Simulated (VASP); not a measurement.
# TiO2 (P-42_1m) in VASP: notebook

The runs below take TiO2 through single point, with PBE+U.

Everything below comes from runs of VASP 6.6.1. Logs are shortened: lines on timing, memory, paths and dates and some standing lists are left out, and cuts for length are marked.

**1. The cell of the first run**

It takes space group P-42_1m (No. 113, tetragonal). Conventional cell: a = 4.640 Å, b = 4.640 Å, c = 3.006 Å, α = 90.00°, β = 90.00°, γ = 90.00°. Ti (site symmetry 2mm) has 6 O at 1.90 to 2.04 Å within 2.5 Å. Within 2.6 Å of O (site symmetry m) lie 3 Ti at 1.90 to 2.04 Å and 1 O at 2.55 Å.

**2. Single point, PBE+U (atoms displaced along a vibrational mode)**

Contents of INCAR:

```
PREC = Accurate
ENCUT = 520
EDIFF = 1E-6
ISMEAR = 0
SIGMA = 0.05
LREAL = F
LASPH = T
NELM = 150
ALGO = Normal
ISIF = 2
LWAVE = F
LCHARG = T
LMAXMIX = 4
LDAU = T
LDAUTYPE = 2
LDAUL = 2 -1
LDAUU = 4 0
LDAUJ = 0 0
LDAUPRINT = 1
GGA = PE
LELF = T
LVHAR = T
NBANDS = 33
```

Contents of KPOINTS:

```
regular mesh
0
Gamma
  6 6 10
```

Contents of POSCAR:

```
TiO2
1.0
    4.6403824120      0.0000000000      0.0000000000
    0.0000000000      4.6403824120      0.0000000000
    0.0000000000      0.0000000000      3.0063836717
Ti O
2 4
Direct
    0.0000000000      0.0000000000     -0.0349256820
    0.5000000000      0.5000000000      0.5349256820
    0.3056475955      0.3056475955      0.0041071685
    0.1943524045      0.8056475955      0.4958928315
    0.6943524045      0.6943524045      0.0041071685
    0.8056475955      0.1943524045      0.4958928315
```

Potentials or basis: VASP PAW PBE potentials, release 64 (Ti_sv, O).

Launch:

```bash
cat potpaw_PBE.64/Ti_sv/POTCAR potpaw_PBE.64/O/POTCAR > POTCAR
mpirun -np 1 vasp_std > vasp.out
```

OUTCAR:

```text
PREC = Accurate
   ENCUT = 520
   EDIFF = 1E-6
   ISMEAR = 0
   LREAL = F
   LASPH = T
   NELM = 150
   ISIF = 2
   GGA = PE

 ion  position               nearest neighbor table
   1  0.000  0.000  0.965-   4 1.90   6 1.90   5 2.01   3 2.01   4 2.04   6 2.04
   2  0.500  0.500  0.535-   3 1.90   5 1.90   4 2.01   6 2.01   3 2.04   5 2.04
   3  0.306  0.306  0.004-   2 1.90   1 2.01   2 2.04
   4  0.194  0.806  0.496-   1 1.90   2 2.01   1 2.04
   5  0.694  0.694  0.004-   2 1.90   1 2.01   2 2.04
   6  0.806  0.194  0.496-   1 1.90   2 2.01   1 2.04

  LATTYP: Found a simple tetragonal cell.
 ALAT       =     4.6403824120
 C/A-ratio  =     0.6478741200

  Lattice vectors:

 A1 = (   4.6403824120,   0.0000000000,   0.0000000000)
 A2 = (   0.0000000000,   4.6403824120,   0.0000000000)
 A3 = (   0.0000000000,   0.0000000000,   3.0063836717)

Analysis of symmetry for initial positions (statically):
=====================================================================
 Subroutine PRICEL returns:
 Original cell was already a primitive cell.

 Routine SETGRP: Setting up the symmetry group for a
 simple tetragonal supercell.

 Subroutine GETGRP returns: Found  8 space group operations
 (whereof  4 operations were pure point group operations)
 out of a pool of 16 trial point group operations.

The static configuration has the point symmetry C_2v.
 The point group associated with its full space group is D_2d.

Analysis of symmetry for dynamics (positions and initial velocities):
=====================================================================
 Subroutine PRICEL returns:
 Original cell was already a primitive cell.

 Routine SETGRP: Setting up the symmetry group for a
 simple tetragonal supercell.

 Subroutine GETGRP returns: Found  8 space group operations
 (whereof  4 operations were pure point group operations)
 out of a pool of 16 trial point group operations.

The dynamic configuration has the point symmetry C_2v.
 The point group associated with its full space group is D_2d.

 Subroutine INISYM returns: Found  8 space group operations
 (whereof  4 operations are pure point group operations),
 and found     1 'primitive' translations

----------------------------------------------------------------------------------------

                                     Primitive cell

  volume of cell :      64.7369

  direct lattice vectors                    reciprocal lattice vectors
     4.640382412  0.000000000  0.000000000     0.215499481  0.000000000  0.000000000
     0.000000000  4.640382412  0.000000000     0.000000000  0.215499481  0.000000000
     0.000000000  0.000000000  3.006383672     0.000000000  0.000000000  0.332625543

  length of vectors
     4.640382412  4.640382412  3.006383672     0.215499481  0.215499481  0.332625543

  position of ions in fractional coordinates (direct lattice)
     0.000000000  0.000000000  0.965074318
     0.500000000  0.500000000  0.534925682
     0.305647595  0.305647595  0.004107168
     0.194352405  0.805647595  0.495892832
     0.694352405  0.694352405  0.004107168
     0.805647595  0.194352405  0.495892832

  ion indices of the primitive-cell ions
   primitive index   ion index
                 1           1
                 2           2
                 3           3
                 4           4
                 5           5
                 6           6

[... 101 lines left out ...]
   LHFCALC =     F    Hartree Fock is set to
   AEXX    =    0.0000 exact exchange contribution
   IVDW    =     0    specifies the selected vdW correction
   LEPSILON=     F    determine dielectric tensor
   LRPA    =     F    only Hartree local field effects (RPA)
 non-spin polarized calculation
 Gauss-broadening in eV      SIGMA  =   0.05
  energy-cutoff  :      520.00
  volume of cell :       64.74
 maximum number of plane-waves:      1764
 NGX is ok and might be reduce to    36
   NGX = 17   NGY = 17   NGZ = 11

atom =   1  type =  1  l = 2

 onsite density matrix

spin component  1

  0.1918  0.0000 -0.0710  0.0000  0.0000
  0.0000  0.1855  0.0000 -0.0859  0.0000
 -0.0710  0.0000  0.1271  0.0000  0.0000
  0.0000 -0.0859  0.0000  0.1855  0.0000
  0.0000  0.0000  0.0000  0.0000  0.0994

spin component  2

  0.1918  0.0000 -0.0710  0.0000  0.0000
  0.0000  0.1855  0.0000 -0.0859  0.0000
 -0.0710  0.0000  0.1271  0.0000  0.0000
  0.0000 -0.0859  0.0000  0.1855  0.0000
  0.0000  0.0000  0.0000  0.0000  0.0994

 occupancies and eigenvectors

  o =  0.0814  v = -0.5411  0.0000 -0.8410  0.0000  0.0000  0.0000  0.0000  0.0000  0.0000  0.0000      0.0000  0.0000  0.0000  0.0000  0.0000  0.0000  0.0000  0.0000  0.0000  0.0000
  o =  0.0814  v =  0.0000  0.0000  0.0000  0.0000  0.0000 -0.5411  0.0000 -0.8410  0.0000  0.0000      0.0000  0.0000  0.0000  0.0000  0.0000  0.0000  0.0000  0.0000  0.0000  0.0000
  o =  0.0994  v = -0.0000  0.0000 -0.0000  0.0000 -1.0000  0.0000  0.0000  0.0000  0.0000  0.0000      0.0000  0.0000  0.0000  0.0000  0.0000  0.0000  0.0000  0.0000  0.0000  0.0000
  o =  0.0994  v =  0.0000  0.0000  0.0000  0.0000  0.0000 -0.0000  0.0000 -0.0000  0.0000 -1.0000      0.0000  0.0000  0.0000  0.0000  0.0000  0.0000  0.0000  0.0000  0.0000  0.0000
  o =  0.0996  v =  0.0000 -0.7071  0.0000 -0.7071  0.0000  0.0000  0.0000  0.0000  0.0000  0.0000      0.0000  0.0000  0.0000  0.0000  0.0000  0.0000  0.0000  0.0000  0.0000  0.0000
  o =  0.0996  v =  0.0000  0.0000  0.0000  0.0000  0.0000  0.0000 -0.7071  0.0000 -0.7071  0.0000      0.0000  0.0000  0.0000  0.0000  0.0000  0.0000  0.0000  0.0000  0.0000  0.0000
  o =  0.2375  v = -0.8410  0.0000  0.5411  0.0000  0.0000  0.0000  0.0000  0.0000  0.0000  0.0000      0.0000  0.0000  0.0000  0.0000  0.0000  0.0000  0.0000  0.0000  0.0000  0.0000
  o =  0.2375  v =  0.0000  0.0000  0.0000  0.0000  0.0000 -0.8410  0.0000  0.5411  0.0000  0.0000      0.0000  0.0000  0.0000  0.0000  0.0000  0.0000  0.0000  0.0000  0.0000  0.0000
  o =  0.2714  v =  0.0000  0.0000  0.0000  0.0000  0.0000  0.0000 -0.7071  0.0000  0.7071  0.0000      0.0000  0.0000  0.0000  0.0000  0.0000  0.0000  0.0000  0.0000  0.0000  0.0000
  o =  0.2714  v =  0.0000 -0.7071  0.0000  0.7071  0.0000  0.0000  0.0000  0.0000  0.0000  0.0000      0.0000  0.0000  0.0000  0.0000  0.0000  0.0000  0.0000  0.0000  0.0000  0.0000

atom =   2  type =  1  l = 2

 onsite density matrix

spin component  1

  0.1918  0.0000  0.0710  0.0000  0.0000
  0.0000  0.1855  0.0000  0.0859  0.0000
  0.0710  0.0000  0.1271  0.0000  0.0000
  0.0000  0.0859  0.0000  0.1855  0.0000
  0.0000  0.0000  0.0000  0.0000  0.0994

spin component  2

  0.1918  0.0000  0.0710  0.0000  0.0000
  0.0000  0.1855  0.0000  0.0859  0.0000
  0.0710  0.0000  0.1271  0.0000  0.0000
  0.0000  0.0859  0.0000  0.1855  0.0000
  0.0000  0.0000  0.0000  0.0000  0.0994

 occupancies and eigenvectors

  o =  0.0814  v = -0.5411 -0.0000  0.8410  0.0000 -0.0000  0.0000  0.0000  0.0000  0.0000  0.0000      0.0000  0.0000  0.0000  0.0000  0.0000  0.0000  0.0000  0.0000  0.0000  0.0000
  o =  0.0814  v =  0.0000  0.0000  0.0000  0.0000  0.0000 -0.5411 -0.0000  0.8410  0.0000 -0.0000      0.0000  0.0000  0.0000  0.0000  0.0000  0.0000  0.0000  0.0000  0.0000  0.0000
  o =  0.0994  v = -0.0000  0.0000  0.0000 -0.0000  1.0000  0.0000  0.0000  0.0000  0.0000  0.0000      0.0000  0.0000  0.0000  0.0000  0.0000  0.0000  0.0000  0.0000  0.0000  0.0000
  o =  0.0994  v =  0.0000  0.0000  0.0000  0.0000  0.0000 -0.0000  0.0000  0.0000 -0.0000  1.0000      0.0000  0.0000  0.0000  0.0000  0.0000  0.0000  0.0000  0.0000  0.0000  0.0000
  o =  0.0996  v = -0.0000 -0.7071  0.0000  0.7071  0.0000  0.0000  0.0000  0.0000  0.0000  0.0000      0.0000  0.0000  0.0000  0.0000  0.0000  0.0000  0.0000  0.0000  0.0000  0.0000
  o =  0.0996  v =  0.0000  0.0000  0.0000  0.0000  0.0000 -0.0000 -0.7071  0.0000  0.7071  0.0000      0.0000  0.0000  0.0000  0.0000  0.0000  0.0000  0.0000  0.0000  0.0000  0.0000
  o =  0.2375  v = -0.8410 -0.0000 -0.5411  0.0000 -0.0000  0.0000  0.0000  0.0000  0.0000  0.0000      0.0000  0.0000  0.0000  0.0000  0.0000  0.0000  0.0000  0.0000  0.0000  0.0000
  o =  0.2375  v =  0.0000  0.0000  0.0000  0.0000  0.0000 -0.8410 -0.0000 -0.5411  0.0000 -0.0000      0.0000  0.0000  0.0000  0.0000  0.0000  0.0000  0.0000  0.0000  0.0000  0.0000
  o =  0.2714  v = -0.0000  0.7071 -0.0000  0.7071 -0.0000  0.0000  0.0000  0.0000  0.0000  0.0000      0.0000  0.0000  0.0000  0.0000  0.0000  0.0000  0.0000  0.0000  0.0000  0.0000
  o =  0.2714  v =  0.0000  0.0000  0.0000  0.0000  0.0000 -0.0000  0.7071 -0.0000  0.7071 -0.0000      0.0000  0.0000  0.0000  0.0000  0.0000  0.0000  0.0000  0.0000  0.0000  0.0000

 number of electron      48.0000025 magnetization

 Free energy of the ion-electron system (eV)
  ---------------------------------------------------
  ext. energy  EPLUGINS =         0.00000000
  ---------------------------------------------------
  free energy    TOTEN  =       -48.38198491 eV

  energy without entropy =      -48.38198491  energy(sigma->0) =      -48.38198491

 E-fermi :   5.0263     XC(G=0): -11.2287

 val. band max:        4.7548051594   @ k =   0.0000   0.0000   0.0000
 cond. band min:       7.1891344226   @ k =   0.5000   0.5000   0.0000
 fundamental gap:      2.4343292632
 Fermi energy:         5.0263463966

 k-point     1 :       0.0000    0.0000    0.0000
  band No.  band energies     occupation
      1     -53.2649      2.00000
      2     -53.2511      2.00000
      3     -29.4969      2.00000
      4     -29.4969      2.00000
      5     -29.3601      2.00000
      6     -29.3601      2.00000
[... 853 lines left out ...]
     32       9.8333      0.00000
     33      10.9541      0.00000

 [... further k-points ...]
[... 5 lines left out ...]
  --------------------------------------------------------------------------------------
  -------------------------------------------------------------------------------------
  Total        1.9155056      1.9155056      2.5175899      0.0000000      0.0000000      0.0000000
  in kB       47.4069550     47.4069550     62.3079730      0.0000000      0.0000000      0.0000000
  external PRESSURE =      52.3739610 kB  Pullay stress =       0.0000000 kB

 VOLUME and BASIS-vectors are now :
 -----------------------------------------------------------------------------
  energy-cutoff  :      520.00
  volume of cell :       64.74
      direct lattice vectors                 reciprocal lattice vectors
     4.640382412  0.000000000  0.000000000     0.215499481  0.000000000  0.000000000
     0.000000000  4.640382412  0.000000000     0.000000000  0.215499481  0.000000000
     0.000000000  0.000000000  3.006383672     0.000000000  0.000000000  0.332625543

 POSITION                                       TOTAL-FORCE (eV/Angst)
 -----------------------------------------------------------------------------------
      0.00000      0.00000      2.90138        -0.000000      0.000000      0.693636
      2.32019      2.32019      1.60819        -0.000000      0.000000     -0.693636
      1.41832      1.41832      0.01235        -0.195428     -0.195428      0.176330
      0.90187      3.73851      1.49084         0.195428     -0.195428     -0.176330
      3.22206      3.22206      0.01235         0.195428      0.195428      0.176330
      3.73851      0.90187      1.49084        -0.195428      0.195428     -0.176330
 -----------------------------------------------------------------------------------
    total drift:                               -0.000000     -0.000000     -0.000000

  FREE ENERGIE OF THE ION-ELECTRON SYSTEM (eV)
  ---------------------------------------------------
  free  energy   TOTEN  =       -48.3819849054 eV

  energy  without entropy=      -48.3819849054  energy(sigma->0) =      -48.38198491
```

Wall time 49 s (1 thread of Intel Xeon 6975P-C (Granite Rapids), shared host); peak memory 0.24 GiB.

What came out:

| Property | Result |
| --- | --- |
| Free energy | -48.3820 eV |
| Pressure | 5.2 GPa |
| Largest force | 0.694 eV/Å |
| Band gap on the k mesh | 2.43 eV (least direct gap 2.45 eV) |

Forces on the atoms (eV/Å):
```
Ti   0.000  0.000  0.694
Ti   0.000  0.000 -0.694
O   -0.195 -0.195  0.176
O    0.195 -0.195 -0.176
O    0.195  0.195  0.176
O   -0.195  0.195 -0.176
```

Eigenvalues of the final occupation matrices:
| site | spin | trace | eigenvalues |
| --- | --- | --- | --- |
| site 1 d | 1 | 0.79 | 0.08 0.10 0.10 0.24 0.27 |
| site 1 d | 2 | 0.79 | 0.08 0.10 0.10 0.24 0.27 |
| site 2 d | 1 | 0.79 | 0.08 0.10 0.10 0.24 0.27 |
| site 2 d | 2 | 0.79 | 0.08 0.10 0.10 0.24 0.27 |

Caveat: the cell differs from its parent crystal (atoms displaced along a vibrational mode); the cell stands under pressure.

**3. Single point, PBE+U (atoms displaced along a vibrational mode)**

Contents of INCAR:

```
SYSTEM = TiO2
ALGO     = Normal         ! electronic algorithm
EDIFF    = 1E-7           ! SCF threshold, eV
ENCUT    = 520            ! plane-wave cutoff, eV
GGA      = PE             ! functional
ISIF     = 2              ! what is computed and relaxed
ISMEAR   = 0              ! smearing method
LASPH    = .True.         ! aspherical terms in the spheres
LCHARG   = .True.         ! write CHGCAR
LDAU     = .True.         ! DFT+U
LDAUJ    = 0 0          
LDAUL    = 2 -1           ! shell
LDAUPRINT= 1            
LDAUTYPE = 2            
LDAUU    = 4 0            ! U, eV
LELF     = .True.         ! ELF
LMAXMIX  = 4              ! l up to which the mixer works
LREAL    = .False.        ! projectors in reciprocal space
LVHAR    = .True.       
LWAVE    = .False.        ! write WAVECAR
NBANDS   = 33             ! bands
NELM     = 150            ! most SCF steps
PREC     = Accurate       ! precision mode
SIGMA    = 0.05           ! smearing width, eV
```

Contents of KPOINTS:

```
k-points
0
Gamma
  6 6 10
  0 0 0
```

Contents of POSCAR:

```
TiO2
1.0
    4.6403824120      0.0000000000      0.0000000000
    0.0000000000      4.6403824120      0.0000000000
    0.0000000000      0.0000000000      3.0063836717
Ti O
2 4
Direct
    0.0000000000      0.0000000000     -0.0249469157
    0.5000000000      0.5000000000      0.5249469157
    0.3056475955      0.3056475955      0.0029336918
    0.1943524045      0.8056475955      0.4970663082
    0.6943524045      0.6943524045      0.0029336918
    0.8056475955      0.1943524045      0.4970663082
```

Potentials or basis: VASP PAW PBE potentials, release 64 (Ti_sv, O).

Launch:

```bash
cat potpaw_PBE.64/Ti_sv/POTCAR potpaw_PBE.64/O/POTCAR > POTCAR
mpirun -np 1 vasp_std > vasp.out
```

It took 51 s on 1 thread of Intel Xeon 6975P-C (Granite Rapids), shared host; peak memory 0.23 GiB.

It converged, with:

- Free energy: -48.4148 eV
- Pressure: 4.6 GPa
- Largest force: 0.473 eV/Å
- Band gap on the k mesh: 2.37 eV (least direct gap 2.38 eV)

Forces on the atoms (eV/Å):
```
Ti   0.000  0.000  0.473
Ti   0.000  0.000 -0.473
O   -0.150 -0.150  0.117
O    0.150 -0.150 -0.117
O    0.150  0.150  0.117
O   -0.150  0.150 -0.117
```

Stress tensor (GPa, compression positive):
```
4.25 0.00 0.00
0.00 4.25 0.00
0.00 0.00 5.35
```

Levels at points of the mesh, in eV from the valence-band top:
```tsv
k point	band 21	band 22	band 23	band 24	band 25	band 26	band 27	band 28
(0.00, 0.00, 0.00)	-0.84	-0.51	-0.51	0.00	2.38	2.59	2.87	2.92
(0.50, 0.00, 0.00)	-1.69	-1.69	-0.75	-0.75	2.96	2.96	3.41	3.41
(0.50, 0.50, 0.00)	-1.44	-1.44	-1.14	-1.14	2.37	2.37	2.95	2.95
(0.00, 0.00, 0.50)	-2.33	-2.10	-1.44	-1.44	3.15	3.52	3.52	3.62
(0.50, 0.00, 0.50)	-1.92	-1.92	-1.04	-1.04	2.40	2.40	3.63	3.63
(0.50, 0.50, 0.50)	-1.19	-1.19	-0.72	-0.72	3.00	3.00	3.57	3.57
```

Eigenvalues of the final occupation matrices:
```tsv
site	spin	trace	eigenvalues
site 1 d	1	0.78	0.08 0.10 0.10 0.24 0.27
site 1 d	2	0.78	0.08 0.10 0.10 0.24 0.27
site 2 d	1	0.78	0.08 0.10 0.10 0.24 0.27
site 2 d	2	0.78	0.08 0.10 0.10 0.24 0.27
```

Caveat: the cell differs from its parent crystal (atoms displaced along a vibrational mode); the cell stands under pressure. A k mesh can miss the band edges.
